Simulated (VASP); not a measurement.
Se:

```xyz
2
Lattice="0.0000 3.0100 3.0100 3.0100 0.0000 3.0100 3.0100 3.0100 0.0000" Properties=species:S:1:pos:R:3 pbc="T T T"
Se    0.0000    0.0000    0.0000
Se    1.5050    1.5050    1.5050
```

This isn't the form of Se at room conditions, which is trigonal, of chains.

- Program: VASP 6.6.1
- Task: relaxation of cell and atoms
- Functional: r2SCAN
- Potentials or basis: VASP PAW PBE potentials, release 64 (Se)
- Cutoff: 600 eV
- k mesh: 7 × 7 × 7
- Occupations: fermi-dirac, width 0.02 eV
- Spin: no spin polarisation

At the start: pressure 7.1 GPa; volume 27.27 Å³/atom.

Where does the relaxation end?

Over 3 steps the energy falls by 73.4 meV/atom and the volume is 30.94 Å³/atom (+13.5 %); space group Fd-3m (No. 227, to 0.1 Å) before and after.

The path:
```
step  energy change (eV)  largest force (eV/Å)  pressure (GPa)  volume (Å³)
   1              0.0000                0.0000            7.13        54.54
   2             -0.1316                0.0000           -1.70        64.70
   3             -0.1468                0.0000            0.03        61.88
```

Final structure:
```
Se
1.0
     0.00000    3.13937    3.13937
     3.13937    0.00000    3.13937
     3.13937    3.13937    0.00000
Se
2
Direct
  0.00000 0.00000 0.00000
  0.25000 0.25000 0.25000
```

Caveat: the PAW data sets were made with another functional, which shifts forces and pressure a little.
